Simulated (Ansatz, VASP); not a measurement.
## AlCo3 in VASP and in Ansatz

```
Al Co
1.0
     3.77773    0.00000    0.00000
     0.00000    3.77773    0.00000
     0.00000    0.00000    3.77773
Al Co
1 3
Direct
  0.00000 0.00000 0.00000
  0.50000 0.50000 0.00000
  0.50000 0.00000 0.50000
  0.00000 0.50000 0.50000
```

Alike in both runs: task single point; functional r2SCAN; k mesh 12 × 12 × 12; occupations gaussian, width 0.1 eV; collinear spin.

|  | VASP | Ansatz |
| --- | --- | --- |
| version | VASP 6.6.1 | Ansatz 0.2.0 |
| potentials or method | VASP PAW PBE potentials, release 64 (Al, Co), cutoff 520 eV | scalar-relativistic, plane waves, PAW |
| valence electrons in the cell | 30 | 54 |

```csv
,VASP,Ansatz,Ansatz less VASP
gap on the k mesh at the Fermi level (eV),none,none,-
pressure (GPa),-18.8,-19.3,-0.50
net moment per atom (μB),1.24,1.33,+0.092
size of the moment on the site where the two differ most (μB),1.75,1.92,+0.164
```

VASP's potentials were made for PBE, not for r2SCAN. Site moments also hang on the region over which each program counts them. A gap of «none» marks a metal or a gap that the smearing closes. VASP's potentials hold 30 valence electrons a cell and Ansatz's 54, so a difference there can come from the potentials and not from the codes. Ansatz's warnings: lower free energy seen, stability check not made.
